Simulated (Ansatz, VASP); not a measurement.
# One calculation of AgCl, two programs

File INCAR:

```
  ALGO = Normal
  EDIFF = 1E-6
  ENCUT = 520
  GGA = PE
  ISIF = 2
  ISMEAR = -1
  LASPH = T
  LCHARG = F
  LREAL = F
  LWAVE = F
  NBANDS = 26
  NELM = 100
  PREC = Accurate
  SIGMA = 0.02
```

KPOINTS

```
k-points
0
Gamma
  6 6 4
```

POSCAR

```
AgCl
1.0
    4.5703622045      0.0000000000      0.0000000000
   -2.2851811022      3.9580497736      0.0000000000
    0.0000000000      0.0000000000      5.7865891118
Ag Cl
2 2
Direct
    0.3333333333      0.6666666667     -0.0622203809
    0.6666666667      0.3333333333      0.4377796191
    0.3333333333      0.6666666667      0.4372203809
    0.6666666667      0.3333333333      0.9372203809
```

Input for Ansatz:

```yaml
crystal:
  lattice:
    - [4.5703622045, 0.0, 0.0]
    - [-2.2851811022, 3.9580497736, 0.0]
    - [0.0, 0.0, 5.7865891118]
  atoms:
    - { symbol: Ag, position: [0.3333333333, 0.6666666667, -0.0622203809] }
    - { symbol: Ag, position: [0.6666666667, 0.3333333333, 0.4377796191] }
    - { symbol: Cl, position: [0.3333333333, 0.6666666667, 0.4372203809] }
    - { symbol: Cl, position: [0.6666666667, 0.3333333333, 0.9372203809] }
kpoints:
  mp_grid: { grid: [6, 6, 4] }
  band_path:
    path:
      - [0.0, 0.0, 0.0]
      - [0.5, 0.0, 0.0]
      - [0.3333333333, 0.3333333333, 0.0]
      - [0.0, 0.0, 0.5]
      - [0.5, 0.0, 0.5]
      - [0.3333333333, 0.3333333333, 0.5]
    npoints: 1
hamiltonian:
  xc: pbe
scf:
  occupations: { method: fermi_dirac, width: 0.02 }
  n_extra_bands: 5
output:
  forces: true
  stress: true
  eigenvalues: true
```

Change from the starting cell: hydrostatic strain +1.1%.

Alike in both runs: task single point; functional PBE; k mesh 6 × 6 × 4; occupations fermi-dirac, width 0.02 eV; no spin polarisation.

|  | VASP | Ansatz |
| --- | --- | --- |
| version | VASP 6.6.1 | Ansatz 0.2.0 |
| potentials or method | VASP PAW PBE potentials, release 64 (Ag, Cl) | plane waves, PAW |
| plane-wave cutoff (eV) | 520 | 420 |
| valence electrons in the cell | 36 | 52 |

Ansatz gave:

```
gap on the k mesh at the Fermi level (eV)                     : 1.38
pressure (GPa)                                                : 0.0
traceless stress, the component that is largest in VASP (GPa) : 0.37
```

Q: Estimate VASP's values.

A: gap on the k mesh at the Fermi level (eV): 1.38; pressure (GPa): -0.1; traceless stress, the component that is largest in VASP (GPa): 0.38.

VASP's potentials hold 36 valence electrons a cell and Ansatz's 52, so a difference there can come from the potentials and not from the codes.
